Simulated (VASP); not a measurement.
A run of VASP 6.6.1 is set up as follows.

INCAR

```
ALGO = Normal ; EDIFF = 1E-8
ENCUT = 520 ; GGA = CA
ISIF = 2 ; ISMEAR = -1
LASPH = T ; LCHARG = F
LEFG = T ; LREAL = F
LWAVE = F ; NBANDS = 16
NELM = 100 ; PREC = Accurate
SIGMA = 0.08
```

KPOINTS

```
k-points
0
Gamma
  10 10 10
```

POSCAR

```
LaTe
1.0
    0.0000000000      3.2110000000      3.2752200000
    3.2110000000      0.0000000000      3.2752200000
    3.2110000000      3.2110000000      0.0000000000
La Te
1 1
Direct
    0.0000000000      0.0000000000      0.0000000000
    0.5000000000      0.5000000000      0.5000000000
```

Potentials or basis: VASP PAW LDA potentials, release 64 (La, Te).

Command:

```sh
$ cat potpaw_LDA.64/La/POTCAR potpaw_LDA.64/Te/POTCAR > POTCAR
$ mpirun -np 1 vasp_std > vasp.out
```

(1) What does it give for the pressure?

Answers

(1) -3.1 GPa.

Caveat: the cell differs from its parent crystal (zz strain of +2 %); without QUAD_EFG the Cq values of the log hold for a quadrupole moment of 1 mb, not for the nuclei.
